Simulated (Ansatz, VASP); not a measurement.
**Pt in VASP and in Ansatz**

INCAR

```
SYSTEM = Pt
ALGO = Fast
EDIFF = 1E-6
ENCUT = 520
GGA = CA
ISIF = 2
ISMEAR = 0
LASPH = .TRUE.
LCHARG = .FALSE.
LREAL = .FALSE.
LWAVE = .FALSE.
NBANDS = 11
NELM = 100
PREC = Accurate
SIGMA = 0.15
```

Contents of KPOINTS:

```
k-points
0
G
  24 24 24
  0 0 0
```

POSCAR

```
Pt
1.0
   -1.7210122338      1.7210122338      1.3423895424
    1.7210122338     -1.7210122338      1.3423895424
    1.7210122338      1.7210122338     -1.3423895424
Pt
1
Direct
    0.0000000000      0.0000000000      0.0000000000
```

Input for Ansatz:

```yaml
crystal:
  lattice:
    - [-1.7210122338, 1.7210122338, 1.3423895424]
    - [1.7210122338, -1.7210122338, 1.3423895424]
    - [1.7210122338, 1.7210122338, -1.3423895424]
  atoms:
    - { symbol: Pt, position: [0.0, 0.0, 0.0] }
basis:
  ecutwfc: 420
kpoints:
  mp_grid: { grid: [24, 24, 24] }
hamiltonian:
  xc: lda
scf:
  occupations: { method: gaussian, width: 0.15 }
output:
  forces: true
  stress: true
  eigenvalues: true
```

Alike in both runs: task single point; functional LDA; k mesh 24 × 24 × 24; occupations gaussian, width 0.15 eV; no spin polarisation.

|  | VASP | Ansatz |
| --- | --- | --- |
| version | VASP 6.6.1 | Ansatz 0.2.0 |
| potentials or method | VASP PAW LDA potentials, release 64 (Pt), cutoff 520 eV | scalar-relativistic, plane waves, PAW |
| valence electrons in the cell | 10 | 18 |

Ansatz gave:

| Item | Value |
| --- | --- |
| gap on the k mesh at the Fermi level (eV) | none |
| pressure (GPa) | -15.0 |
| traceless stress, the component that is largest in VASP (GPa) | 3.75 |

Problem. Estimate VASP's values.

Solution. gap on the k mesh at the Fermi level (eV): none; pressure (GPa): -14.4; traceless stress, the component that is largest in VASP (GPa): 4.02.

LDA's correlation is that of Perdew and Zunger in VASP and of Perdew and Wang (1992) in Ansatz. A gap of «none» marks a metal or a gap that the smearing closes. VASP's potentials hold 10 valence electrons a cell and Ansatz's 18, so a difference there can come from the potentials and not from the codes.

Neither program's run includes spin-orbit coupling.
